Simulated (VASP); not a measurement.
A run of VASP 6.6.1:

The input POSCAR:

```
SrCl2
1.0
    0.0000000000      3.4623187194      3.4623187194
    3.4623187194      0.0000000000      3.4623187194
    3.4623187194      3.4623187194      0.0000000000
Sr Cl
1 2
Direct
    0.0000000000      0.0000000000      0.0000000000
    0.2500000000      0.2500000000      0.2500000000
    0.7500000000      0.7500000000      0.7500000000
```

The input INCAR.step1:

```
SYSTEM = SrCl2
  PREC = Accurate
  ENCUT = 520
  ISMEAR = 0
  SIGMA = 0.01
  LREAL = .False.
  LASPH = .True.
  NELM = 100
  NBANDS = 19
  GGA = PE
  ALGO = Normal
  EDIFF = 1E-4
  LWAVE = .True.
  LCHARG = .False.
```

INCAR.step2

```
SYSTEM = SrCl2
  PREC = Accurate
  ENCUT = 520
  EDIFF = 1E-6
  ISMEAR = 0
  SIGMA = 0.01
  LREAL = .False.
  LASPH = .True.
  NELM = 100
  ALGO = Normal
  ISIF = 2
  LWAVE = .False.
  LCHARG = .True.
  METAGGA = R2SCAN
  LMIXTAU = .True.
  LELF = .True.
  LVHAR = .True.
  NBANDS = 19
  ISTART = 1
```

File KPOINTS:

```
regular mesh
0
Gamma
  6 6 6
  0 0 0
```

Potentials or basis: VASP PAW PBE potentials, release 64 (Sr_sv, Cl).

Run with:

```bash
$ cat potpaw_PBE.64/Sr_sv/POTCAR potpaw_PBE.64/Cl/POTCAR > POTCAR
$ cp INCAR.step1 INCAR
$ mpirun -np 1 vasp_std > vasp.out
$ cp INCAR.step2 INCAR
$ mpirun -np 1 vasp_std > vasp.out
```

Hardware: 1 thread of Intel Xeon 8259CL, with other jobs on the host.

Task: How long does it take, and how much memory?

Result: Wall time 110 s on 1 thread of Intel Xeon 8259CL, with other jobs on the host, peak memory 0.23 GiB. Counts: k points 16.
